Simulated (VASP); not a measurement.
Runs of VASP 6.6.1 on GaP. The structure is that of space group F-43m (No. 216), or close to it. The cells are those of the table. 

| level | cell | k mesh | smearing | gap on the mesh (eV) | pressure (GPa) |
| --- | --- | --- | --- | --- | --- |
| PBE | a = 3.790, b = 3.790, c = 3.725 Å, angles 60.6, 60.6, 58.9°, 2 atoms | 8 × 8 × 8 | fermi-dirac 0.02 eV | 1.35 | 9.3 |
| r2SCAN | a = 3.854 Å, angles 60.0°, 2 atoms | 8 × 8 × 8 | gaussian 0.01 eV | 1.90 | 0.0 |
| PBE | a = 3.790, b = 3.790, c = 3.725 Å, angles 60.6, 60.6, 58.9°, 2 atoms | 4 × 4 × 4 | gaussian 0.01 eV | 1.32 | 9.8 |
| PBE | a = 3.854 Å, angles 60.0°, 2 atoms | 8 × 8 × 8 | fermi-dirac 0.02 eV | (b) | 2.4 |
| r2SCAN | a = 3.790, b = 3.790, c = 3.725 Å, angles 60.6, 60.6, 58.9°, 2 atoms | 8 × 8 × 8 | gaussian 0.01 eV | (a) | 6.9 |

Alike in all rows: task single point; potentials or basis VASP PAW PBE potentials, release 64 (Ga_d, P); no spin polarisation; cutoff (eV) 520.

Q: Estimate the missing entries.

A: (a) 1.60; (b) 1.64.

Caveats: some runs use coarse meshes; the PAW data sets were made with another functional, which shifts forces and pressure a little (some runs).

A k mesh can miss the band edges, and the runs leave out spin-orbit coupling on Ga.
